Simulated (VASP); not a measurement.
Here is a VASP 6.6.1 calculation.

INCAR

```
SYSTEM = BN
ALGO     = Normal         ! electronic algorithm
EDIFF    = 1E-6           ! SCF threshold, eV
EDIFFG   = -0.02          ! ionic threshold
ENCUT    = 600            ! plane-wave cutoff, eV
GGA      = PE             ! functional
IBRION   = 2              ! ionic algorithm
ISIF     = 8              ! what is computed and relaxed
ISMEAR   = 0              ! smearing method
LASPH    = .True.         ! aspherical terms in the spheres
LCHARG   = .False.        ! write CHGCAR
LREAL    = .False.        ! projectors in reciprocal space
LWAVE    = .False.        ! write WAVECAR
NELM     = 100            ! most SCF steps
NSW      = 80             ! ionic steps
PREC     = Accurate       ! precision mode
SIGMA    = 0.02           ! smearing width, eV
```

KPOINTS

```
k-points
0
Gamma
  10 10 5
  0 0 0
```

The input POSCAR:

```
BN
1.0
    2.5360000000      0.0000000000      0.0000000000
   -1.2680000000      2.1962404200      0.0000000000
    0.0000000000      0.0000000000      4.1990000000
B N
2 2
Direct
    0.6666666667      0.3333333333      0.0000000000
    0.3333333333      0.6666666667      0.5000000000
    0.6666666667      0.3333333333      0.3750000000
    0.3333333333      0.6666666667      0.8750000000
```

Potentials or basis: VASP PAW PBE potentials, release 64 (B, N).

Command:

```console
$ cat potpaw_PBE.64/B/POTCAR potpaw_PBE.64/N/POTCAR > POTCAR
$ mpirun -np 1 vasp_std > vasp.out
```

Problem. Estimate the relaxed cell.

Solution. a = 2.553 Å, b = 2.553 Å, c = 4.227 Å, α = 90.00°, β = 90.00°, γ = 120.00°.

Problem. Estimate the relaxed volume.

Solution. 5.97 Å³/atom.

Step by step:
```tsv
step	energy change (eV)	largest force (eV/Å)	pressure (GPa)	volume (Å³)
1	0.0000	0.0579	7.99	23.39
2	0.0010	0.1025	-7.71	24.39
3	-0.0120	0.0240	0.03	23.87
4	-0.0120	0.0225	0.17	23.86
5	-0.0120	0.0233	0.08	23.87
6	-0.0120	0.0015	0.12	23.86
```

PBE usually gives volumes a little too large and moduli too small. Zero-point motion and thermal expansion aren't in these numbers.
